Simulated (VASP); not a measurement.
Here is a VASP 6.6.1 calculation.

Contents of INCAR:

```
PREC     = Accurate       # precision mode
ENCUT    = 520            # plane-wave cutoff, eV
EDIFF    = 1E-6           # SCF threshold, eV
ISMEAR   = -1             # smearing method
SIGMA    = 0.1            # smearing width, eV
LREAL    = F              # projectors in reciprocal space
LASPH    = T              # aspherical terms in the spheres
NELM     = 100            # most SCF steps
ALGO     = Normal         # electronic algorithm
ISIF     = 2              # what is computed and relaxed
LWAVE    = F              # write WAVECAR
LCHARG   = F              # write CHGCAR
GGA      = PS             # functional
NBANDS   = 18             # bands
```

File KPOINTS:

```
Automatic mesh
0
Gamma
  14 14 14
```

File POSCAR:

```
Cu
1.0
    0.0000000000      1.9744634276      1.9744634276
    1.9744634276      0.0000000000      1.9744634276
    1.9744634276      1.9744634276      0.0000000000
Cu
2
Direct
   -0.1250000000     -0.1250000000     -0.1250000000
    0.1250000000      0.1250000000      0.1250000000
```

Potentials or basis: VASP PAW PBE potentials, release 64 (Cu).

Launch:

```sh
$ cat potpaw_PBE.64/Cu/POTCAR > POTCAR
$ mpirun -np 1 vasp_std > vasp.out
```

(1) Estimate the pressure.

(2) What does it give for the band gap on the k mesh?

## Answers

(1) 423.2 GPa.

(2) zero (band 11 reaches 16.61 eV, above the bottom of band 12 at 15.43 eV).

Caveat: the PAW data sets were made with another functional, which shifts forces and pressure a little.
